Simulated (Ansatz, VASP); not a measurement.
Tl: VASP beside Ansatz

File INCAR:

```
SYSTEM = Tl
PREC = Accurate
ENCUT = 520
EDIFF = 1E-7
ISMEAR = 0
SIGMA = 0.15
LREAL = .False.
LASPH = .True.
NELM = 60
ALGO = Fast
ISIF = 2
LWAVE = .False.
LCHARG = .False.
GGA = CA
NBANDS = 12
```

KPOINTS

```
Automatic mesh
0
Gamma
  16 16 16
  0 0 0
```

File POSCAR:

```
Tl
1.0
    0.0000000000      2.5279997638      2.3430241714
    2.5279997638      0.0000000000      2.3430241714
    2.5279997638      2.5279997638      0.0000000000
Tl
1
Direct
    0.0000000000      0.0000000000      0.0000000000
```

Input for Ansatz:

```yaml
crystal:
  lattice:
    - [0.0, 2.5279997638, 2.3430241714]
    - [2.5279997638, 0.0, 2.3430241714]
    - [2.5279997638, 2.5279997638, 0.0]
  atoms:
    - { symbol: Tl, position: [0.0, 0.0, 0.0] }
basis:
  ecutwfc: 420
kpoints:
  mp_grid: { grid: [16, 16, 16] }
hamiltonian:
  xc: lda
scf:
  occupations: { method: gaussian, width: 0.15 }
output:
  forces: true
  stress: true
  eigenvalues: true
```

Change from the starting cell: strain +0.025 along x and y, -0.050 along z, atoms carried along.

Alike in both runs: task single point; functional LDA; k mesh 16 × 16 × 16; occupations gaussian, width 0.15 eV; no spin polarisation.

|  | VASP | Ansatz |
| --- | --- | --- |
| version | VASP 6.6.1 | Ansatz 0.2.0 |
| potentials or method | VASP PAW LDA potentials, release 64 (Tl_d), cutoff 520 eV | scalar-relativistic, plane waves, PAW |
| valence electrons in the cell | 13 | 13 |

```tsv
	VASP	Ansatz	Ansatz less VASP
gap on the k mesh at the Fermi level (eV)	none	none	-
pressure (GPa)	-3.3	-3.3	-0.01
```

LDA's correlation is that of Perdew and Zunger in VASP and of Perdew and Wang (1992) in Ansatz. A gap of «none» marks a metal or a gap that the smearing closes.

Neither program's run includes spin-orbit coupling.
